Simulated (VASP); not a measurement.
Crystal: MnS.

```
Mn S
1.0
     0.00000    2.47346    2.47346
     2.47346    0.00000    2.47346
     2.47346    2.47346    0.00000
Mn S
1 1
Cartesian
  0.0000 0.0000 0.0000
  3.7102 3.7102 3.7102
```

Base run:

| Property | Result |
| --- | --- |
| Program | VASP 6.6.1 |
| Functional | PBEsol |
| Potentials or basis | VASP PAW PBE potentials, release 64 (Mn_pv, S) |
| Cutoff | 520 eV |
| k mesh | 9 × 9 × 9 |
| Occupations | fermi-dirac, width 0.05 eV |
| Spin | collinear spin, ferromagnetic start |
| Starting moments | [4.0, 0.0] μB |
| Hubbard terms | Mn d U = 4.0 eV |

Its results: net moment 4.32 μB per cell; site moments Mn +4.04; S -0.01 μB.

**Question.** The run is repeated on the same cell with these changes: hubbard terms from Mn d U = 4.0 eV to Mn d U = 8.0 eV. What comes out?

**Answer.** Net moment 4.92 μB per cell; site moments Mn +4.56; S +0.03 μB.

Caveats: a cell with one magnetic atom can't hold antiferromagnetic order, which such compounds often take.
